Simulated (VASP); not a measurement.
# Ti2C (R-3m) in VASP: electric field gradients with LDA

Aim: the electric field gradients of Ti2C with LDA.

Program: VASP 6.6.1. These are calculated values, not measurements. Logs are shortened: lines on timing, memory, paths and dates and some standing lists are left out, and cuts for length are marked.

## 1. The cell of the first run

Symmetry: R-3m, No. 166, trigonal system. The conventional cell has a = 3.028 Å, b = 3.028 Å, c = 14.197 Å, α = 90.00°, β = 90.00°, γ = 120.00°. Ti (site symmetry 3m) has 3 C at 2.08 Å within 2.8 Å. C (site symmetry -3m) has 6 Ti at 2.08 Å within 2.8 Å.

## 2. Electric field gradients, LDA

The input, INCAR:

```
PREC     = Accurate       # precision mode
ENCUT    = 520            # plane-wave cutoff, eV
EDIFF    = 1E-8           # SCF threshold, eV
ISMEAR   = -1             # smearing method
SIGMA    = 0.15           # smearing width, eV
LREAL    = False          # projectors in reciprocal space
LASPH    = True           # aspherical terms in the spheres
NELM     = 60             # most SCF steps
ALGO     = Normal         # electronic algorithm
ISIF     = 2              # what is computed and relaxed
LWAVE    = False          # write WAVECAR
LCHARG   = False          # write CHGCAR
LEFG     = True         
NBANDS   = 21             # bands
```

The input, KPOINTS:

```
Automatic mesh
0
Gamma
  18 18 18
```

The input, POSCAR:

```
Ti2C
1.0
    1.5138770307      0.8740373112      4.7323135355
   -1.5138770307      0.8740373112      4.7323135355
    0.0000000000     -1.7480746224      4.7323135355
Ti C
2 1
Direct
    0.2461770305      0.2461770305      0.2461770305
    0.7538229695      0.7538229695      0.7538229695
    0.5000000000      0.5000000000      0.5000000000
```

Potentials or basis: VASP PAW LDA potentials, release 64 (Ti_sv, C).

Command:

```console
cat potpaw_LDA.64/Ti_sv/POTCAR potpaw_LDA.64/C/POTCAR > POTCAR
mpirun -np 1 vasp_std > vasp.out
```

OUTCAR:

```text
PREC = Accurate
   ENCUT = 520
   EDIFF = 1E-8
   ISMEAR = -1
   LREAL = False
   LASPH = True
   NELM = 60
   ISIF = 2

 ion  position               nearest neighbor table
   1  0.246  0.246  0.246-   3 2.08   3 2.08   3 2.08   2 2.86   2 2.86   2 2.86
   2  0.754  0.754  0.754-   3 2.08   3 2.08   3 2.08   1 2.86   1 2.86   1 2.86
   3  0.500  0.500  0.500-   1 2.08   1 2.08   2 2.08   2 2.08   1 2.08   2 2.08

  LATTYP: Found a trigonal (rhomboedric) cell.
 ALAT       =     5.0448544363
 COS(alpha) =     0.8198999159

  Lattice vectors:

 A1 = (   1.5138770307,   0.8740373112,   4.7323135355)
 A2 = (  -1.5138770307,   0.8740373112,   4.7323135355)
 A3 = (   0.0000000000,  -1.7480746224,   4.7323135355)

Analysis of symmetry for initial positions (statically):
=====================================================================
 Subroutine PRICEL returns:
 Original cell was already a primitive cell.

 Routine SETGRP: Setting up the symmetry group for a
 trigonal (rhombohedral) supercell.

 Subroutine GETGRP returns: Found 12 space group operations
 (whereof 12 operations were pure point group operations)
 out of a pool of 12 trial point group operations.

The static configuration has the point symmetry D_3d.

Analysis of symmetry for dynamics (positions and initial velocities):
=====================================================================
 Subroutine PRICEL returns:
 Original cell was already a primitive cell.

 Routine SETGRP: Setting up the symmetry group for a
 trigonal (rhombohedral) supercell.

 Subroutine GETGRP returns: Found 12 space group operations
 (whereof 12 operations were pure point group operations)
 out of a pool of 12 trial point group operations.

The dynamic configuration has the point symmetry D_3d.

 Subroutine INISYM returns: Found 12 space group operations
 (whereof 12 operations are pure point group operations),
 and found     1 'primitive' translations

----------------------------------------------------------------------------------------

                                     Primitive cell

  volume of cell :      37.5704

  direct lattice vectors                    reciprocal lattice vectors
[... 123 lines left out ...]
 maximum number of plane-waves:      1037
 NGX is ok and might be reduce to    40
   NGX = 19   NGY = 19   NGZ = 19

 number of electron      27.9999999 magnetization

 Free energy of the ion-electron system (eV)
  ---------------------------------------------------
  ext. energy  EPLUGINS =         0.00000000
  ---------------------------------------------------
  free energy    TOTEN  =       -29.40478698 eV

  energy without entropy =      -29.26926587  energy(sigma->0) =      -29.33702642

 E-fermi :   8.6638     XC(G=0): -12.3607

 val. band max:        8.6625119531   @ k =  -0.3889   0.5000   0.2778
 cond. band min:       8.6638580447   @ k =  -0.3333   0.3889   0.2222
 fundamental gap:      0.0013460916
 Fermi energy:         8.6638178182

 k-point     1 :       0.0000    0.0000    0.0000
  band No.  band energies     occupation
      1     -47.2184      2.00000
      2     -47.0891      2.00000
      3     -24.2372      2.00000
      4     -23.6314      2.00000
      5     -23.6314      2.00000
      6     -23.5539      2.00000
[... 565 lines left out ...]
     20      12.3176      0.00000
     21      13.8953      0.00000

 [... further k-points ...]
[... 5 lines left out ...]
  --------------------------------------------------------------------------------------
  -------------------------------------------------------------------------------------
  Total        0.1205792      0.1205792      0.1040469      0.0000000      0.0000000     -0.0000000
  in kB        5.1420674      5.1420674      4.4370508      0.0000000      0.0000000     -0.0000000
  external PRESSURE =       4.9070619 kB  Pullay stress =       0.0000000 kB

 VOLUME and BASIS-vectors are now :
 -----------------------------------------------------------------------------
  energy-cutoff  :      520.00
  volume of cell :       37.57
      direct lattice vectors                 reciprocal lattice vectors
     1.513877031  0.874037311  4.732313536     0.330277816  0.190685986  0.070437711
    -1.513877031  0.874037311  4.732313536    -0.330277816  0.190685986  0.070437711
     0.000000000 -1.748074622  4.732313536     0.000000000 -0.381371972  0.070437711

 POSITION                                       TOTAL-FORCE (eV/Angst)
 -----------------------------------------------------------------------------------
      0.00000      0.00000      3.49496         0.000000     -0.000000      0.052760
      0.00000      0.00000     10.70198         0.000000      0.000000     -0.052760
      0.00000      0.00000      7.09847         0.000000     -0.000000      0.000000
 -----------------------------------------------------------------------------------
    total drift:                                0.000000     -0.000000      0.000000

  FREE ENERGIE OF THE ION-ELECTRON SYSTEM (eV)
  ---------------------------------------------------
  free  energy   TOTEN  =       -29.4047869776 eV

  energy  without entropy=      -29.2692658693  energy(sigma->0) =      -29.33702642

 Electric field gradients (V/A^2)
---------------------------------------------------------------------
 ion       V_xx      V_yy      V_zz      V_xy      V_xz      V_yz
---------------------------------------------------------------------
   1      -4.037    -4.037     8.074    -0.000    -0.000     0.000
   2      -4.037    -4.037     8.074    -0.000    -0.000     0.000
   3      -3.369    -3.369     6.737    -0.000    -0.000     0.000
---------------------------------------------------------------------

 Electric field gradients after diagonalization (V/A^2)
 (convention: |V_zz| > |V_xx| > |V_yy|)
----------------------------------------------------------------------
 ion       V_xx      V_yy      V_zz     asymmetry (V_yy - V_xx)/ V_zz
----------------------------------------------------------------------
   1      -4.037    -4.037     8.074       0.000
   2      -4.037    -4.037     8.074       0.000
   3      -3.369    -3.369     6.737       0.000
----------------------------------------------------------------------

           NMR quadrupolar parameters

 Cq : quadrupolar parameter    Cq=e*Q*V_zz/h
 eta: asymmetry parameters     (V_yy - V_xx)/ V_zz
 Q  : nuclear electric quadrupole moment in mb (millibarn)
----------------------------------------------------------------------
 ion       Cq(MHz)       eta       Q (mb)
----------------------------------------------------------------------
   1       0.020       0.000       1.000
   2       0.020       0.000       1.000
   3       0.016       0.000       1.000
----------------------------------------------------------------------
```

It took 29 min on 1 thread of Oxide Virtual Turin-like, shared host; peak memory 0.49 GiB.

What came out:

| Property | Result |
| --- | --- |
| Free energy | -29.4048 eV |
| Pressure | 0.5 GPa |
| Largest force | 0.053 eV/Å |
| Band gap on the k mesh | zero (band 14 reaches 9.36 eV, above the bottom of band 15 at 8.32 eV) |

Forces in eV/Å, atoms in the order of the input:
```
Ti   0.000  0.000  0.053
Ti   0.000  0.000 -0.053
C    0.000  0.000  0.000
```

Electric field gradients, principal values (V/Å²):
| atom | least | middle | greatest (by size) |
| --- | --- | --- | --- |
| 1 Ti | -4.037 | -4.037 | 8.074 |
| 2 Ti | -4.037 | -4.037 | 8.074 |
| 3 C | -3.369 | -3.369 | 6.737 |

Caveat: without QUAD_EFG the Cq values of the log hold for a quadrupole moment of 1 mb, not for the nuclei.
